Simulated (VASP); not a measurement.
# Te in VASP: notebook, part 2 of 2

VASP 6.6.1. The steps go on from the part before.

### Step 4. Single point, PBE

Contents of INCAR:

```
  ALGO = Normal
  EDIFF = 1E-7
  ENCUT = 520
  GGA = PE
  ISIF = 2
  ISMEAR = 0
  LASPH = True
  LCHARG = False
  LREAL = False
  LWAVE = False
  NBANDS = 9
  NELM = 100
  PREC = Accurate
  SIGMA = 0.1
```

Contents of KPOINTS:

```
k-points
0
Gamma
  15 15 15
```

Contents of POSCAR:

```
Te
1.0
    2.2495690043      1.2987892702      1.8672350490
   -2.2495690043      1.2987892702      1.8672350490
    0.0000000000     -2.5975785404      1.8672350490
Te
1
Direct
    0.5000000000      0.5000000000      0.5000000000
```

Potentials or basis: VASP PAW PBE potentials, release 64 (Te).

Run with:

```sh
$ cat potpaw_PBE.64/Te/POTCAR > POTCAR
$ mpirun -np 1 vasp_std > vasp.out
```

OUTCAR:

```text
EDIFF = 1E-7
   ENCUT = 520
   GGA = PE
   ISIF = 2
   ISMEAR = 0
   LASPH = True
   LREAL = False
   NELM = 100
   PREC = Accurate

 ion  position               nearest neighbor table
   1  0.500  0.500  0.500-

  LATTYP: Found a trigonal (rhomboedric) cell.
 ALAT       =     3.1990593933
 COS(alpha) =     0.0110279266

  Lattice vectors:

 A1 = (   2.2495690043,   1.2987892702,   1.8672350490)
 A2 = (  -2.2495690043,   1.2987892702,   1.8672350490)
 A3 = (   0.0000000000,  -2.5975785404,   1.8672350490)

Analysis of symmetry for initial positions (statically):
=====================================================================
 Subroutine PRICEL returns:
 Original cell was already a primitive cell.

 Routine SETGRP: Setting up the symmetry group for a
 trigonal (rhombohedral) supercell.

 Subroutine GETGRP returns: Found 12 space group operations
 (whereof 12 operations were pure point group operations)
 out of a pool of 12 trial point group operations.

The static configuration has the point symmetry D_3d.

Analysis of symmetry for dynamics (positions and initial velocities):
=====================================================================
 Subroutine PRICEL returns:
 Original cell was already a primitive cell.

 Routine SETGRP: Setting up the symmetry group for a
 trigonal (rhombohedral) supercell.

 Subroutine GETGRP returns: Found 12 space group operations
 (whereof 12 operations were pure point group operations)
 out of a pool of 12 trial point group operations.

The dynamic configuration has the point symmetry D_3d.

 Subroutine INISYM returns: Found 12 space group operations
 (whereof 12 operations are pure point group operations),
 and found     1 'primitive' translations

----------------------------------------------------------------------------------------

                                     Primitive cell

  volume of cell :      32.7332

  direct lattice vectors                    reciprocal lattice vectors
[... 103 lines left out ...]
   IMIX   =      4    mixing-type and parameters
     AMIX     =   0.40;   BMIX     =  1.00
     AMIX_MAG =   1.60;   BMIX_MAG =  1.00
  volume/ion in A,a.u.               =      32.73       220.89
  Fermi-wavevector in a.u.,A,eV,Ry     =   0.929956  1.757362 11.766571  0.864819
  Thomas-Fermi vector in A             =   2.056294
   LORBIT       =      0    0 simple, 1 ext, 2 COOP (PROOUT), +10 PAW based schemes
   GGA     = PE    functional components
   LHFCALC =     F    Hartree Fock is set to
   AEXX    =    0.0000 exact exchange contribution
   IVDW    =     0    specifies the selected vdW correction
   LEPSILON=     F    determine dielectric tensor
   LRPA    =     F    only Hartree local field effects (RPA)
 non-spin polarized calculation
 Gauss-broadening in eV      SIGMA  =   0.10
  energy-cutoff  :      520.00
  volume of cell :       32.73
 maximum number of plane-waves:       913
   NGX = 11   NGY = 11   NGZ = 11

 number of electron       6.0000001 magnetization

 Free energy of the ion-electron system (eV)
  ---------------------------------------------------
  ext. energy  EPLUGINS =         0.00000000
  ---------------------------------------------------
  free energy    TOTEN  =        -3.10698817 eV

  energy without entropy =       -3.10410258  energy(sigma->0) =       -3.10554537

 E-fermi :   6.4190     XC(G=0):  -9.2783

 val. band max:        6.4109545037   @ k =  -0.4000   0.2667   0.2000
 cond. band min:       6.4262100003   @ k =  -0.3333   0.3333   0.2000
 fundamental gap:      0.0152554966
 Fermi energy:         6.4190203247

 k-point     1 :       0.0000    0.0000    0.0000
  band No.  band energies     occupation
      1      -7.1731      2.00000
      2       7.5830      0.00000
      3       7.5830      0.00000
      4       7.6552      0.00000
      5      12.4679      0.00000
      6      12.4679      0.00000
      7      12.9103      0.00000
      8      23.7978      0.00000
      9      23.8102      0.00000
[... 265 lines left out ...]
 k-point    24 :       0.2000    0.1333    0.0000
  band No.  band energies     occupation
      1      -6.5189      2.00000
      2       4.5363      2.00000
      3       6.1698      1.99958
      4       8.1825      0.00000
      5      13.2619      0.00000
      6      15.1389      0.00000
      7      16.5275      0.00000
      8      18.1230      0.00000
      9      20.3231      0.00000

 [... further k-points ...]
[... 5 lines left out ...]
  --------------------------------------------------------------------------------------
  -------------------------------------------------------------------------------------
  Total       -0.0128369     -0.0128369     -0.0157003     -0.0000000      0.0000000      0.0000000
  in kB       -0.6283230     -0.6283230     -0.7684771     -0.0000000      0.0000000      0.0000000
  external PRESSURE =      -0.6750410 kB  Pullay stress =       0.0000000 kB

 VOLUME and BASIS-vectors are now :
 -----------------------------------------------------------------------------
  energy-cutoff  :      520.00
  volume of cell :       32.73
      direct lattice vectors                 reciprocal lattice vectors
     2.249569004  1.298789270  1.867235049     0.222264798  0.128324641  0.178517072
    -2.249569004  1.298789270  1.867235049    -0.222264798  0.128324641  0.178517072
     0.000000000 -2.597578540  1.867235049     0.000000000 -0.256649282  0.178517072

 POSITION                                       TOTAL-FORCE (eV/Angst)
 -----------------------------------------------------------------------------------
      0.00000      0.00000      2.80085         0.000000     -0.000000     -0.000000
 -----------------------------------------------------------------------------------
    total drift:                                0.000000      0.000000     -0.000000

  FREE ENERGIE OF THE ION-ELECTRON SYSTEM (eV)
  ---------------------------------------------------
  free  energy   TOTEN  =        -3.1069881706 eV

  energy  without entropy=       -3.1041025768  energy(sigma->0) =       -3.10554537
```

OSZICAR:

```text
N       E                     dE             d eps       ncg     rms          rms(c)
DAV:   1     0.177880717963E+02    0.17788E+02   -0.25194E+03  6192   0.532E+02
DAV:   2    -0.250193866823E+01   -0.20290E+02   -0.19450E+02  8089   0.726E+01
DAV:   3    -0.309716491444E+01   -0.59523E+00   -0.59101E+00  7649   0.154E+01
DAV:   4    -0.310189984926E+01   -0.47349E-02   -0.47348E-02  8665   0.158E+00
DAV:   5    -0.310194877264E+01   -0.48923E-04   -0.48924E-04  7745   0.124E-01    0.728E+00
DAV:   6    -0.310485829532E+01   -0.29095E-02   -0.93102E-04  7595   0.201E-01    0.446E+00
DAV:   7    -0.310694655434E+01   -0.20883E-02   -0.21981E-03  6591   0.305E-01    0.101E-01
DAV:   8    -0.310698125430E+01   -0.34700E-04   -0.58477E-05  7699   0.476E-02    0.421E-02
DAV:   9    -0.310698807914E+01   -0.68248E-05   -0.11829E-05  6912   0.200E-02    0.132E-02
DAV:  10    -0.310698817062E+01   -0.91476E-07   -0.27886E-07  7978   0.329E-03
   1 F= -.31069882E+01 E0= -.31055454E+01  d E =-.288559E-02
```

stdout:

```text
POSCAR found type information on POSCAR Te
 POSCAR found :  1 types and       1 ions
 scaLAPACK will be used
 LDA part: xc-table for (Slater+PW92), standard interpolation
 POSCAR, INCAR and KPOINTS ok, starting setup
 FFT: planning ... GRIDC
 FFT: planning ... GRID_SOFT
 FFT: planning ... GRID
 WAVECAR not read
 entering main loop
```

Wall time 68 s (1 thread of AMD EPYC 7R43 (Zen 3), shared host); peak memory 0.18 GiB.

Results:

```yaml
Free_energy: -3.1070 eV
Pressure: -0.1 GPa
Band_gap_on_the_k_mesh: zero (band 3 reaches 8.92 eV, above the bottom of band 4 at 3.53 eV)
```

Levels at points of the mesh, in eV from the Fermi level:
```tsv
k point	band 1	band 2	band 3	band 4	band 5	band 6	band 7	band 8
(0.00, 0.00, 0.00)	-13.59	1.16	1.16	1.24	6.05	6.05	6.49	17.38
```

Caveat: spin-orbit coupling is left out, which moves the levels of the heavy elements.

### Step 5. The runs side by side

| cell | k mesh | gap on the mesh (eV) | pressure (GPa) |
| --- | --- | --- | --- |
| a = 3.188, b = 3.188, c = 3.225 Å, angles 90.0, 90.0, 90.1°, 1 atom | 18 × 18 × 16 | none | 0.0 |
| a = 4.572 Å, angles 58.8°, 2 atoms | 6 × 6 × 6 | none | -0.1 |
| a = 3.199 Å, angles 89.4°, 1 atom | 15 × 15 × 15 | none | -0.1 |

Alike in all rows: task single point; level PBE; potentials or basis VASP PAW PBE potentials, release 64 (Te); no spin polarisation; cutoff (eV) 520; smearing gaussian 0.1 eV.

Caveats: spin-orbit coupling is left out, which moves the levels of the heavy elements.

Total energies depend on the potentials used, so only differences within one code and one set of settings carry meaning.
